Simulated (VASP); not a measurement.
Input of a VASP 6.6.1 run:

INCAR

```
PREC = Accurate
ENCUT = 520
EDIFF = 1E-8
ISMEAR = -1
SIGMA = 0.05
LREAL = False
LASPH = True
NELM = 60
ALGO = Normal
ISIF = 2
LWAVE = False
LCHARG = False
GGA = PS
LEFG = True
NBANDS = 7
```

File KPOINTS:

```
Automatic mesh
0
Gamma
  16 16 16
```

POSCAR

```
Mg
1.0
   -1.4959298597      1.4959298597      1.4959298597
    1.4959298597     -1.4959298597      1.4959298597
    1.4959298597      1.4959298597     -1.4959298597
Mg
1
Direct
    0.0000000000      0.0000000000      0.0000000000
```

Potentials or basis: VASP PAW PBE potentials, release 64 (Mg).

Run with:

```console
$ cat potpaw_PBE.64/Mg/POTCAR > POTCAR
$ mpirun -np 1 vasp_std > vasp.out
```

Problem. What does it give for the band gap on the k mesh?

Solution. Zero (band 1 reaches 10.10 eV, above the bottom of band 2 at 5.25 eV).

Problem. Predict the pressure.

Solution. 52.9 GPa.

Caveat: without QUAD_EFG the Cq values of the log hold for a quadrupole moment of 1 mb, not for the nuclei; the PAW data sets were made with another functional, which shifts forces and pressure a little.
